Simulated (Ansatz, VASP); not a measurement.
**Ge: VASP beside Ansatz**

```
Ge
1.0
     0.00000    2.60247    2.60247
     2.60247    0.00000    2.60247
     2.60247    2.60247    0.00000
Ge
2
Direct
  0.50000 0.50000 0.50000
  0.75000 0.75000 0.75000
```

Change from the starting cell: strain -0.080 along x and y, -0.080 along z, atoms carried along.

Alike in both runs: task single point; functional LDA; k mesh 14 × 14 × 14; occupations gaussian, width 0.15 eV; no spin polarisation.

|  | VASP | Ansatz |
| --- | --- | --- |
| version | VASP 6.6.1 | Ansatz 0.2.0 |
| potentials or method | VASP PAW LDA potentials, release 64 (Ge_d), cutoff 520 eV | scalar-relativistic, plane waves, PAW |
| valence electrons in the cell | 28 | 28 |

Ansatz gave:

- gap on the k mesh at the Fermi level (eV): 0.06
- least direct gap on the mesh (eV): 2.28
- pressure (GPa): 28.6

Task: Which values does VASP return?

Result: gap on the k mesh at the Fermi level (eV): 0.06; least direct gap on the mesh (eV): 2.33; pressure (GPa): 29.1.

LDA's correlation is that of Perdew and Zunger in VASP and of Perdew and Wang (1992) in Ansatz. Both programs put the cell under a high pressure, so it lies far from rest at this level.
